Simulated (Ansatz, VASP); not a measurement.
One calculation of KCl, two programs

File INCAR:

```
PREC     = Accurate       # precision mode
ENCUT    = 520            # plane-wave cutoff, eV
EDIFF    = 1E-6           # SCF threshold, eV
ISMEAR   = 0              # smearing method
SIGMA    = 0.05           # smearing width, eV
LREAL    = False          # projectors in reciprocal space
LASPH    = True           # aspherical terms in the spheres
NELM     = 100            # most SCF steps
ALGO     = Normal         # electronic algorithm
ISIF     = 2              # what is computed and relaxed
LWAVE    = False          # write WAVECAR
LCHARG   = False          # write CHGCAR
GGA      = PS             # functional
NBANDS   = 15             # bands
```

Contents of KPOINTS:

```
Automatic mesh
0
Gamma
  6 6 6
```

POSCAR

```
KCl
1.0
    3.8391960000      0.0000000000      0.0000000000
    0.0000000000      3.8391960000      0.0000000000
    0.0000000000      0.0000000000      3.8391960000
K Cl
1 1
Direct
    0.0000000000      0.0000000000      0.0000000000
    0.4815819046      0.4815819046      0.4739528797
```

Input for Ansatz:

```yaml
crystal:
  lattice:
    - [3.839196, 0.0, 0.0]
    - [0.0, 3.839196, 0.0]
    - [0.0, 0.0, 3.839196]
  atoms:
    - { symbol: K, position: [0.0, 0.0, 0.0] }
    - { symbol: Cl, position: [0.4815819046, 0.4815819046, 0.4739528797] }
basis:
  ecutwfc: 420
kpoints:
  mp_grid: { grid: [6, 6, 6] }
hamiltonian:
  xc: pbesol
scf:
  occupations: { method: gaussian, width: 0.05 }
output:
  forces: true
  stress: true
  eigenvalues: true
```

Alike in both runs: task single point; functional PBEsol; k mesh 6 × 6 × 6; occupations gaussian, width 0.05 eV; no spin polarisation.

```csv
,VASP,Ansatz
version,VASP 6.6.1,Ansatz 0.2.0
potentials or method,"VASP PAW PBE potentials, release 64 (K_sv, Cl), cutoff 520 eV","scalar-relativistic, plane waves, PAW"
valence electrons in the cell,16,16
```

Ansatz gave:

* gap on the k mesh at the Fermi level (eV): 4.63
* least direct gap on the mesh (eV): 4.83
* pressure (GPa): -1.3
* traceless stress, the component that is largest in VASP (GPa): 0.08
* rms of the force components (eV/Å): 0.042

**Question.** What did VASP give for the same quantities?

**Answer.** gap on the k mesh at the Fermi level (eV): 4.63; least direct gap on the mesh (eV): 4.83; pressure (GPa): -1.3; traceless stress, the component that is largest in VASP (GPa): 0.08; rms of the force components (eV/Å): 0.044.

VASP's potentials were made for PBE, not for PBEsol. Atom by atom the forces differ by 0.002 eV/Å (rms over components). With one functional, cell and mesh, what is left measures potentials, basis and numerics.
